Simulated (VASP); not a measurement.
# HC8 in VASP: a series of runs

HC8 is run at these levels: PBE+D3(BJ); tasks: single point.

All numbers are computed with VASP 6.6.1; they aren't measurements. Logs are shortened: lines on timing, memory, paths and dates and some standing lists are left out, and cuts for length are marked.

### 1 The cell of the first run

The cell holds a slab with vacuum, 9 atoms: a = 4.931 Å, b = 4.931 Å, c = 17.000 Å, α = 90.00°, β = 90.00°, γ = 120.00°.

### 2 Single point, PBE+D3(BJ), collinear spin

File INCAR:

```
PREC     = Accurate       # precision mode
ENCUT    = 520            # plane-wave cutoff, eV
EDIFF    = 1E-7           # SCF threshold, eV
ISMEAR   = 0              # smearing method
SIGMA    = 0.1            # smearing width, eV
LREAL    = False          # projectors in reciprocal space
LASPH    = True           # aspherical terms in the spheres
NELM     = 150            # most SCF steps
ALGO     = Normal         # electronic algorithm
ISIF     = 2              # what is computed and relaxed
LWAVE    = False          # write WAVECAR
LCHARG   = False          # write CHGCAR
ISPIN    = 2              # spin polarisation
MAGMOM   = 0 0 0 0 0 0 0 0 1 # initial moments
LORBIT   = 11             # projections on sites
LDIPOL   = True         
IDIPOL   = 3            
DIPOL    = 0.5 0.5 0.243
GGA      = PE             # functional
IVDW     = 12             # dispersion correction
NBANDS   = 30             # bands
```

File KPOINTS:

```
Automatic mesh
0
Gamma
  6 6 1
```

File POSCAR:

```
HC8
1.0
    4.9313048824     -0.0000000001      0.0000000000
   -2.4656524412      4.2706353020      0.0000000000
    0.0000000000      0.0000000000     17.0000331944
C H
8 1
Direct
    0.3333333333      0.1666666667      0.2352956108
    0.3333333333      0.6666666667      0.2352956108
    0.8333333333      0.1666666667      0.2352956108
    0.8333333333      0.6666666667      0.2352956108
    0.1666666667      0.3333333333      0.2352936582
    0.1666666667      0.8333333333      0.2352936582
    0.6666666667      0.3333333333      0.2352936582
    0.6666666667      0.8333333333      0.2352936582
    0.3333333333      0.1666666667      0.3076484107
```

Potentials or basis: VASP PAW PBE potentials, release 64 (C, H).

On the command line:

```
> cat potpaw_PBE.64/C/POTCAR potpaw_PBE.64/H/POTCAR > POTCAR
> mpirun -np 1 vasp_std > vasp.out
```

OUTCAR:

```text
PREC = Accurate
   ENCUT = 520
   EDIFF = 1E-7
   ISMEAR = 0
   LREAL = False
   LASPH = True
   NELM = 150
   ISIF = 2
   ISPIN = 2
   LORBIT = 11
   GGA = PE
   IVDW = 12
 IVDW          = 12

 ion  position               nearest neighbor table
   1  0.333  0.167  0.235-   9 1.23   5 1.42   7 1.42   6 1.42
   2  0.333  0.667  0.235-   6 1.42   8 1.42   5 1.42
   3  0.833  0.167  0.235-   7 1.42   5 1.42   8 1.42
   4  0.833  0.667  0.235-   8 1.42   6 1.42   7 1.42
   5  0.167  0.333  0.235-   1 1.42   3 1.42   2 1.42
   6  0.167  0.833  0.235-   2 1.42   4 1.42   1 1.42
   7  0.667  0.333  0.235-   3 1.42   1 1.42   4 1.42
   8  0.667  0.833  0.235-   4 1.42   2 1.42   3 1.42
   9  0.333  0.167  0.308-   1 1.23

  LATTYP: Found a hexagonal cell.
 ALAT       =     4.9313048824
 C/A-ratio  =     3.4473701383

  Lattice vectors:

 A1 = (   4.9313048824,  -0.0000000001,   0.0000000000)
 A2 = (  -2.4656524412,   4.2706353020,   0.0000000000)
 A3 = (   0.0000000000,   0.0000000000,  17.0000331944)

Analysis of symmetry for initial positions (statically):
=====================================================================
 Subroutine PRICEL returns:
 Original cell was already a primitive cell.

 Routine SETGRP: Setting up the symmetry group for a
 hexagonal supercell.

 Subroutine GETGRP returns: Found  6 space group operations
 (whereof  2 operations were pure point group operations)
 out of a pool of 24 trial point group operations.

The static configuration has the point symmetry C_1h.
 The point group associated with its full space group is C_3v.

Analysis of symmetry for dynamics (positions and initial velocities):
=====================================================================
 Subroutine PRICEL returns:
 Original cell was already a primitive cell.

 Routine SETGRP: Setting up the symmetry group for a
 hexagonal supercell.

 Subroutine GETGRP returns: Found  6 space group operations
 (whereof  2 operations were pure point group operations)
 out of a pool of 24 trial point group operations.

The dynamic configuration has the point symmetry C_1h.
 The point group associated with its full space group is C_3v.

Analysis of structural, dynamic, and magnetic symmetry:
=====================================================================
 Subroutine PRICEL returns:
 Original cell was already a primitive cell.

 Routine SETGRP: Setting up the symmetry group for a
 hexagonal supercell.

 Subroutine GETGRP returns: Found  6 space group operations
 (whereof  2 operations were pure point group operations)
 out of a pool of 24 trial point group operations.

The overall configuration has the point symmetry C_1h.
 The point group associated with its full space group is C_3v.

 Subroutine INISYM returns: Found  6 space group operations
 (whereof  2 operations are pure point group operations),
 and found     1 'primitive' translations

----------------------------------------------------------------------------------------

                                     Primitive cell

  volume of cell :     358.0174

  direct lattice vectors                    reciprocal lattice vectors
     4.931304882 -0.000000000  0.000000000     0.202786083  0.117078599  0.000000000
    -2.465652441  4.270635302  0.000000000     0.000000000  0.234157199  0.000000000
     0.000000000  0.000000000 17.000033194     0.000000000  0.000000000  0.058823415

  length of vectors
     4.931304882  4.931304882 17.000033194     0.234157199  0.234157199  0.058823415

  position of ions in fractional coordinates (direct lattice)
     0.333333333  0.166666667  0.235295611
     0.333333333  0.666666667  0.235295611
     0.833333333  0.166666667  0.235295611
     0.833333333  0.666666667  0.235295611
     0.166666667  0.333333333  0.235293658
     0.166666667  0.833333333  0.235293658
     0.666666667  0.333333333  0.235293658
     0.666666667  0.833333333  0.235293658
     0.333333333  0.166666667  0.307648411

  ion indices of the primitive-cell ions
   primitive index   ion index
                 1           1
                 2           2
                 3           3
[... 53 lines left out ...]
   ICHARG =      2    charge: 1-file 2-atom 10-const
   ISPIN  =      2    spin polarized calculation?
   LNONCOLLINEAR =      F non collinear calculations
   LSORBIT =      F    spin-orbit coupling
   LASPH  =      T    aspherical Exc in radial PAW
   ENCUT  =  520.0 eV  38.22 Ry    6.18 a.u.   9.17  9.17 31.61*2*pi/ulx,y,z
   NELM   =    150;   NELMIN=  2; NELMDL= -5     # of ELM steps
   EDIFF  = 0.1E-06   stopping-criterion for ELM
   LREAL  =      F    real-space projection
   EDIFFG = 0.1E-05   stopping-criterion for IOM
   NSW    =      0    number of steps for IOM
   IBRION =     -1    ionic relax: 0-MD 1-quasi-New 2-CG
   NFREE  =      0    steps in history (QN), initial steepest desc. (CG)
   ISIF   =      2    stress and relaxation
   ISYM   =      2    0-nonsym 1-usesym 2-fastsym
   POTIM  = 0.5000    time-step for ionic-motion
   TEBEG  =    0.0;   TEEND  =   0.0 temperature during run
   PSTRESS=    0.0 pullay stress
   NELECT =      33.0000    total number of electrons
   NUPDOWN=      -1.0000    fix difference up-down
   EMIN   =  10.00;   EMAX   =-10.00  energy-range for DOS
   EFERMI =   0.00;   METHOD = LEGACY
   ISMEAR =     0;   SIGMA  =   0.10  broadening in eV -4-tet -1-fermi 0-gaus
   EFERMI_NEDOS =   21; number of points for ismear=-14 and -15
   IALGO  =     38    algorithm
   IMIX   =      4    mixing-type and parameters
     AMIX     =   0.40;   BMIX     =  1.00
     AMIX_MAG =   1.60;   BMIX_MAG =  1.00
  volume/ion in A,a.u.               =      39.78       268.45
  Fermi-wavevector in a.u.,A,eV,Ry     =   0.739511  1.397474  7.440711  0.546877
  Thomas-Fermi vector in A             =   1.833692
   LORBIT       =     11    0 simple, 1 ext, 2 COOP (PROOUT), +10 PAW based schemes
   GGA     = PE    functional components
   LHFCALC =     F    Hartree Fock is set to
   AEXX    =    0.0000 exact exchange contribution
   IVDW    =    12    specifies the selected vdW correction
   LEPSILON=     F    determine dielectric tensor
   LRPA    =     F    only Hartree local field effects (RPA)
 spin polarized calculation
 Gauss-broadening in eV      SIGMA  =   0.10
  energy-cutoff  :      520.00
  volume of cell :      358.02
 maximum number of plane-waves:      9678
 NGX is ok and might be reduce to    40
   NGX = 19   NGY = 19   NGZ = 63

 number of electron      32.9999998 magnetization       0.5239623

 dipolmoment           0.000000      0.000000     -0.075459 electrons x Angstroem

 Free energy of the ion-electron system (eV)
  ---------------------------------------------------
  ext. energy  EPLUGINS =         0.00000000
  ---------------------------------------------------
  free energy    TOTEN  =       -74.79979180 eV

  energy without entropy =      -74.78413773  energy(sigma->0) =      -74.79196477

 E-fermi :  -1.5058     XC(G=0):  -2.6919

 val. band max:       -1.5773823486   @ k =   0.0000   0.0000   0.0000
 cond. band min:      -1.4788976055   @ k =   0.3333   0.1667   0.0000
 fundamental gap:      0.0984847431
 Fermi energy:        -1.5057554338

 spin component 1

 k-point     1 :       0.0000    0.0000    0.0000
  band No.  band energies     occupation
      1     -22.0301      1.00000
      2     -17.2980      1.00000
      3     -16.5292      1.00000
      4     -16.5292      1.00000
      5     -15.5652      1.00000
      6     -15.5652      1.00000
[... 206 lines left out ...]
     27       4.4401      0.00000
     28       4.6784      0.00000
 Fermi energy:        -1.5057554338

 spin component 2

 k-point     1 :       0.0000    0.0000    0.0000
  band No.  band energies     occupation
      1     -21.9562      1.00000
      2     -17.2260      1.00000
      3     -16.4470      1.00000
      4     -16.4470      1.00000
      5     -15.5304      1.00000
      6     -15.5304      1.00000
[... 206 lines left out ...]
     27       4.5347      0.00000
     28       4.7296      0.00000
 [bands above 28 left out]

------------------------ aborting loop because EDIFF is reached ----------------------------------------

 vacuum level on the upper side and lower side of the slab       (xc-potential included)        -0.321         0.281

 Edisp (eV)   -0.75446

 E8    (eV) :    -0.2316

  FORCE on cell =-STRESS in cart. coord.  units (eV):
  Direction    XX          YY          ZZ          XY          YZ          ZX
  --------------------------------------------------------------------------------------
  -------------------------------------------------------------------------------------
  Total       5.06591     5.06591    -0.82420    -0.00000    -0.00000     0.00000
  in kB      22.67065    22.67065    -3.68842    -0.00000    -0.00000     0.00000
  external pressure =       13.88 kB  Pullay stress =        0.00 kB

 VOLUME and BASIS-vectors are now :
 -----------------------------------------------------------------------------
  energy-cutoff  :      520.00
  volume of cell :      358.02
      direct lattice vectors                 reciprocal lattice vectors
     4.931304882 -0.000000000  0.000000000     0.202786083  0.117078599  0.000000000
    -2.465652441  4.270635302  0.000000000     0.000000000  0.234157199  0.000000000
     0.000000000  0.000000000 17.000033194     0.000000000  0.000000000  0.058823415

 POSITION                                       TOTAL-FORCE (eV/Angst)
 -----------------------------------------------------------------------------------
      1.23283      0.71177      4.00003        -0.000000     -0.000000      4.120400
     -0.00000      2.84709      4.00003        -0.406399     -0.234635     -0.103211
      3.69848      0.71177      4.00003        -0.000000      0.469269     -0.103211
      2.46565      2.84709      4.00003         0.406399     -0.234635     -0.103211
      0.00000      1.42355      4.00000        -2.400045      1.385666     -1.100767
     -1.23283      3.55886      4.00000        -0.000000     -2.771333     -1.100767
      2.46565      1.42355      4.00000         2.400045      1.385666     -1.100767
      1.23283      3.55886      4.00000        -0.000000      0.000000      0.113023
      1.23283      0.71177      5.23003        -0.000000     -0.000000     -0.621490
 -----------------------------------------------------------------------------------
    total drift:                               -0.000000      0.000001     -0.000758

  FREE ENERGIE OF THE ION-ELECTRON SYSTEM (eV)
  ---------------------------------------------------
  free  energy   TOTEN  =       -75.5542549591 eV

  energy  without entropy=      -75.5386008900  energy(sigma->0) =      -75.54642792

 vacuum level on the upper side and lower side of the slab         1.398         2.038

 total charge

# of ion       s       p       d       tot
------------------------------------------
    1        0.867   1.847   0.000   2.714
    2        0.860   1.789   0.000   2.649
    3        0.860   1.789   0.000   2.649
    4        0.860   1.789   0.000   2.649
    5        0.862   1.796   0.000   2.658
    6        0.862   1.796   0.000   2.658
    7        0.862   1.796   0.000   2.658
    8        0.859   1.800   0.000   2.659
    9        0.523   0.032   0.000   0.555
--------------------------------------------------
tot          7.413  14.435   0.000  21.848

 magnetization (x)

# of ion       s       p       d       tot
------------------------------------------
    1       -0.001  -0.011   0.000  -0.012
    2       -0.002  -0.012   0.000  -0.014
    3       -0.002  -0.012   0.000  -0.014
    4       -0.002  -0.012   0.000  -0.014
    5        0.004   0.061   0.000   0.065
    6        0.004   0.061   0.000   0.065
    7        0.004   0.061   0.000   0.065
    8        0.004   0.076   0.000   0.081
    9        0.046  -0.000   0.000   0.046
--------------------------------------------------
tot          0.056   0.213   0.000   0.269
```

It took 4.1 min on 1 thread of Intel Xeon 6975P-C (Granite Rapids), shared host; peak memory 0.65 GiB.

What came out:

```yaml
Free_energy: -75.5543 eV
Largest_force: 4.120 eV/Å
Net_moment: 0.52 μB per cell
Site_moments: C -0.01, +0.07, +0.08 (each value once); H +0.05 μB
Valence_electrons_inside_the_program's_atomic_spheres: C 2.71, 2.65, 2.66 (each value once); H 0.56
Dispersion_energy_per_atom: -0.084 eV
```

Forces on the atoms (eV/Å):
```
C    0.000  0.000  4.120
C   -0.406 -0.235 -0.103
C    0.000  0.469 -0.103
C    0.406 -0.235 -0.103
C   -2.400  1.386 -1.101
C    0.000 -2.771 -1.101
C    2.400  1.386 -1.101
C    0.000  0.000  0.113
H    0.000  0.000 -0.621
```

### 3 Single point, PBE+D3(BJ), collinear spin

File INCAR:

```
SYSTEM = HC8
ALGO     = Normal         ! electronic algorithm
DIPOL    = 0.5 0.5 0.249
EDIFF    = 1E-6           ! SCF threshold, eV
ENCUT    = 520            ! plane-wave cutoff, eV
GGA      = PE             ! functional
IDIPOL   = 3            
ISIF     = 2              ! what is computed and relaxed
ISMEAR   = 0              ! smearing method
ISPIN    = 2              ! spin polarisation
IVDW     = 12             ! dispersion correction
LASPH    = .TRUE.         ! aspherical terms in the spheres
LCHARG   = .FALSE.        ! write CHGCAR
LDIPOL   = .TRUE.       
LORBIT   = 11             ! projections on sites
LREAL    = .FALSE.        ! projectors in reciprocal space
LWAVE    = .FALSE.        ! write WAVECAR
MAGMOM   = 0 0 0 0 0 0 0 0 1 ! initial moments
NBANDS   = 30             ! bands
NELM     = 150            ! most SCF steps
PREC     = Accurate       ! precision mode
SIGMA    = 0.1            ! smearing width, eV
```

File KPOINTS:

```
k-points
0
G
  6 6 1
  0 0 0
```

POSCAR: that of step 2 with these lines changed.

```diff
@@ -16,2 +16,2 @@
     0.6666666667      0.8333333333      0.2352936582
-    0.3333333333      0.1666666667      0.3076484107
+    0.3333333333      0.1666666667      0.3605894838
```

Potentials or basis: VASP PAW PBE potentials, release 64 (C, H).

On the command line:

```
> cat potpaw_PBE.64/C/POTCAR potpaw_PBE.64/H/POTCAR > POTCAR
> mpirun -np 1 vasp_std > vasp.out
```

OUTCAR:

```text
SYSTEM = HC8
   EDIFF = 1E-6
   ENCUT = 520
   GGA = PE
   ISIF = 2
   ISMEAR = 0
   ISPIN = 2
   IVDW = 12
   LASPH = .TRUE.
   LORBIT = 11
   LREAL = .FALSE.
   NELM = 150
   PREC = Accurate
 IVDW          = 12

 ion  position               nearest neighbor table
   1  0.333  0.167  0.235-   5 1.42   7 1.42   6 1.42
   2  0.333  0.667  0.235-   6 1.42   8 1.42   5 1.42
   3  0.833  0.167  0.235-   7 1.42   5 1.42   8 1.42
   4  0.833  0.667  0.235-   8 1.42   6 1.42   7 1.42
   5  0.167  0.333  0.235-   1 1.42   3 1.42   2 1.42
   6  0.167  0.833  0.235-   2 1.42   4 1.42   1 1.42
   7  0.667  0.333  0.235-   3 1.42   1 1.42   4 1.42
   8  0.667  0.833  0.235-   4 1.42   2 1.42   3 1.42
[... 684 lines left out ...]
      2.46565      1.42355      4.00000         0.182912      0.105604     -0.161569
      1.23283      3.55886      4.00000        -0.000000      0.000000      0.052238
      1.23283      0.71177      6.13003        -0.000000     -0.000000      0.318269
 -----------------------------------------------------------------------------------
    total drift:                               -0.000000      0.000000     -0.000822

  FREE ENERGIE OF THE ION-ELECTRON SYSTEM (eV)
  ---------------------------------------------------
  free  energy   TOTEN  =       -75.5445964262 eV

  energy  without entropy=      -75.5428148933  energy(sigma->0) =      -75.54370566

 vacuum level on the upper side and lower side of the slab         2.154         1.610

 total charge

# of ion       s       p       d       tot
------------------------------------------
    1        0.865   1.781   0.000   2.646
    2        0.863   1.786   0.000   2.649
    3        0.863   1.786   0.000   2.649
    4        0.863   1.786   0.000   2.649
    5        0.863   1.787   0.000   2.650
    6        0.863   1.787   0.000   2.650
    7        0.863   1.787   0.000   2.650
    8        0.863   1.785   0.000   2.649
    9        0.393   0.002   0.000   0.395
--------------------------------------------------
tot          7.299  14.287   0.000  21.586

 magnetization (x)

# of ion       s       p       d       tot
------------------------------------------
    1        0.001  -0.016   0.000  -0.014
    2       -0.002  -0.020   0.000  -0.022
    3       -0.002  -0.020   0.000  -0.022
    4       -0.002  -0.020   0.000  -0.022
    5        0.003   0.031   0.000   0.035
    6        0.003   0.031   0.000   0.035
    7        0.003   0.031   0.000   0.035
    8        0.002   0.024   0.000   0.026
    9        0.361   0.000   0.000   0.361
--------------------------------------------------
tot          0.368   0.043   0.000   0.410
```

Run time: 3.1 min. Hardware: 1 thread of Intel Xeon 6975P-C (Granite Rapids), shared host; peak memory 0.64 GiB.

What came out:

```
Free energy                                           : -75.5446 eV
Largest force                                         : 0.318 eV/Å
Band gap on the k mesh                                : 0.16 eV
Net moment                                            : 0.99 μB per cell
Site moments                                          : C -0.01, -0.02, +0.04, +0.03 (each value once); H +0.36 μB
Valence electrons inside the program's atomic spheres : C 2.65; H 0.40
Dispersion energy per atom                            : -0.088 eV
```

Forces on the atoms (eV/Å):
```
C    0.000  0.000  0.151
C   -0.037 -0.021 -0.012
C    0.000  0.043 -0.012
C    0.037 -0.021 -0.012
C   -0.183  0.106 -0.162
C    0.000 -0.211 -0.162
C    0.183  0.106 -0.162
C    0.000  0.000  0.052
H    0.000  0.000  0.318
```
